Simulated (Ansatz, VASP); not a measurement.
**One calculation of Al2Ru, two programs**

```
CELL_PARAMETERS angstrom
-1.56091 1.56091 4.22249
1.56091 -1.56091 4.22249
1.56091 1.56091 -4.22249
ATOMIC_POSITIONS crystal
Al 0.65909 0.65909 0.00000
Al 0.34091 0.34091 0.00000
Ru 0.00000 0.00000 0.00000
```

Alike in both runs: task single point; functional r2SCAN; k mesh 16 × 16 × 16; occupations gaussian, width 0.15 eV; no spin polarisation.

```csv
,VASP,Ansatz
version,VASP 6.6.1,Ansatz 0.2.0
potentials or method,"VASP PAW PBE potentials, release 64 (Al, Ru_pv), cutoff 520 eV","scalar-relativistic, plane waves, PAW"
valence electrons in the cell,20,22
```

|  | VASP | Ansatz | Ansatz less VASP |
| --- | --- | --- | --- |
| gap on the k mesh at the Fermi level (eV) | none | none | - |
| pressure (GPa) | -0.1 | 0.0 | +0.10 |
| traceless stress, the component that is largest in VASP (GPa) | -0.09 | -0.03 | +0.064 |
| rms of the force components (eV/Å) | 0.004 | 0.002 | -0.0025 |

VASP's potentials were made for PBE, not for r2SCAN. Atom by atom the forces differ by 0.006 eV/Å (rms over components). A gap of «none» marks a metal or a gap that the smearing closes. VASP's potentials hold 20 valence electrons a cell and Ansatz's 22, so a difference there can come from the potentials and not from the codes.
